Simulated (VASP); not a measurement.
A run of VASP 6.6.1 is set up as follows.

File POSCAR:

```
LiBr2
1.0
    0.0000000000     -0.0000003350      7.0747310967
    4.7730819829      0.0000000000      0.0000000000
    2.3865409915      4.7234885032     -3.5373653247
Br Li
4 2
Direct
    0.1228786112      0.1771343962      0.2457572225
    0.8771213888      0.8228656038      0.7542427775
    0.3771213888      0.4228916187      0.7542427775
    0.6228786112      0.5771083813      0.2457572225
    0.2500000000      0.0000000000      0.0000000000
    0.7500000000      0.0000000000      0.0000000000
```

Contents of INCAR.step1:

```
SYSTEM = LiBr2
PREC = Accurate
ENCUT = 520
ISMEAR = -1
SIGMA = 0.1
LREAL = .FALSE.
LASPH = .TRUE.
NELM = 60
NBANDS = 26
GGA = PE
ALGO = Normal
EDIFF = 1E-4
LWAVE = .TRUE.
LCHARG = .FALSE.
```

Contents of INCAR.step2:

```
SYSTEM = LiBr2
PREC = Accurate
ENCUT = 520
EDIFF = 1E-7
ISMEAR = -1
SIGMA = 0.1
LREAL = .FALSE.
LASPH = .TRUE.
NELM = 60
ALGO = Normal
ISIF = 2
LWAVE = .FALSE.
LCHARG = .TRUE.
METAGGA = R2SCAN
LMIXTAU = .TRUE.
LELF = .TRUE.
LVHAR = .TRUE.
NBANDS = 26
ISTART = 1
```

File KPOINTS:

```
Automatic mesh
0
G
  4 4 4
  0 0 0
```

Potentials or basis: VASP PAW PBE potentials, release 64 (Br, Li_sv).

Command:

```bash
$ cat potpaw_PBE.64/Br/POTCAR potpaw_PBE.64/Li_sv/POTCAR > POTCAR
$ cp INCAR.step1 INCAR
$ mpirun -np 1 vasp_std > vasp.out
$ cp INCAR.step2 INCAR
$ mpirun -np 1 vasp_std > vasp.out
```

Question: What does it give for the band gap on the k mesh?

Answer: Zero (bands 17 and 18 overlap by 0.60 eV).

Question: Predict the largest force.

Answer: 0.016 eV/Å.

Forces on the atoms (eV/Å):
```
Br  -0.012 -0.011  0.000
Br   0.012  0.011  0.000
Br  -0.012  0.011  0.000
Br   0.012 -0.011  0.000
Li   0.000  0.000  0.000
Li   0.000  0.000  0.000
```

Caveat: the k points lie up to 0.37 Å⁻¹ apart, too coarse for converged energies and pressures of a metal; the PAW data sets were made with another functional, which shifts forces and pressure a little.
